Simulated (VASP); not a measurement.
Input of a VASP 6.6.1 run:

INCAR

```
ALGO = Normal
EDIFF = 1E-6
ENCUT = 520
GGA = PS
ISIF = 2
ISMEAR = 0
LASPH = T
LCHARG = T
LELF = T
LREAL = F
LVHAR = T
LWAVE = F
NBANDS = 12
NELM = 100
PREC = Accurate
SIGMA = 0.1
```

The input KPOINTS:

```
k-points
0
Gamma
  6 6 6
```

Contents of POSCAR:

```
As
1.0
    1.8807968987      1.0858785957      3.5140619945
   -1.8807968987      1.0858785957      3.5140619945
    0.0000000000     -2.1717571915      3.5140619945
As
2
Direct
    0.7740000000      0.7740000000      0.7740000000
    0.2260000000      0.2260000000      0.2260000000
```

Potentials or basis: VASP PAW PBE potentials, release 64 (As).

Run with:

```bash
$ cat potpaw_PBE.64/As/POTCAR > POTCAR
$ mpirun -np 1 vasp_std > vasp.out
```

**Question.** Estimate the band gap on the k mesh.

**Answer.** Zero (bands 5 and 6 overlap by 0.38 eV).

**Question.** Estimate the largest force.

**Answer.** 0.335 eV/Å.

Forces in eV/Å, atoms in the order of the input:
```
As   0.000  0.000 -0.335
As   0.000  0.000  0.335
```

Caveat: the PAW data sets were made with another functional, which shifts forces and pressure a little.
